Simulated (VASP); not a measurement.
Wanted: the native input for a VASP 6.6.1 run.

```
Task                   : single point
Functional             : PBE
Potentials or basis    : VASP PAW PBE potentials, release 64 (C)
Cutoff                 : 520 eV
k mesh                 : 12 × 12 × 1
Occupations            : gaussian, width 0.1 eV
Spin                   : no spin polarisation
Dipole correction      : no
Further INCAR settings : ALGO = Normal; EDIFF = 1e-06; NBANDS = 36
```

The structure of C lies in POSCAR:

```
C
1.0
    2.4562499605      0.0000000000      0.0000000000
   -1.2281249803      2.1271748638      0.0000000000
    0.0000000000      0.0000000000     29.4918787000
C
12
Direct
    0.6666666700      0.3333333300      0.9983718000
    0.6666666700      0.3333333300      0.4983719100
    0.6666666700      0.3333333300      0.7327879500
    0.6666666700      0.3333333300      0.2327903300
    0.0000000000      0.0000000000      0.6158379900
    0.3333333300      0.6666666700      0.2327879500
    0.0000000000      0.0000000000      0.1158379900
    0.6666666700      0.3333333300      0.6158400100
    0.3333333300      0.6666666700      0.7327903300
    0.3333333300      0.6666666700      0.1158400100
    0.3333333300      0.6666666700      0.4983718000
    0.3333333300      0.6666666700      0.9983719100
```

One way to write it, as run:

INCAR

```
PREC = Accurate ; ENCUT = 520
EDIFF = 1E-6 ; ISMEAR = 0
SIGMA = 0.1 ; LREAL = False
LASPH = True ; NELM = 80
ALGO = Normal ; ISIF = 2
LWAVE = False ; LCHARG = True
GGA = PE ; LELF = True
LVHAR = True ; NBANDS = 36
```

KPOINTS

```
Automatic mesh
0
Gamma
  12 12 1
```

Potentials or basis: VASP PAW PBE potentials, release 64 (C).

Run with:

```bash
$ cat potpaw_PBE.64/C/POTCAR > POTCAR
$ mpirun -np 1 vasp_std > vasp.out
```

Results of the run:

```
Pressure      : 3.0 GPa
Largest force : 0.047 eV/Å
```

Run time: 91 s on 1 thread of Intel(R) Xeon(R) Platinum 8488C (Sapphire Rapids) (shared host), peak memory 0.27 GiB.
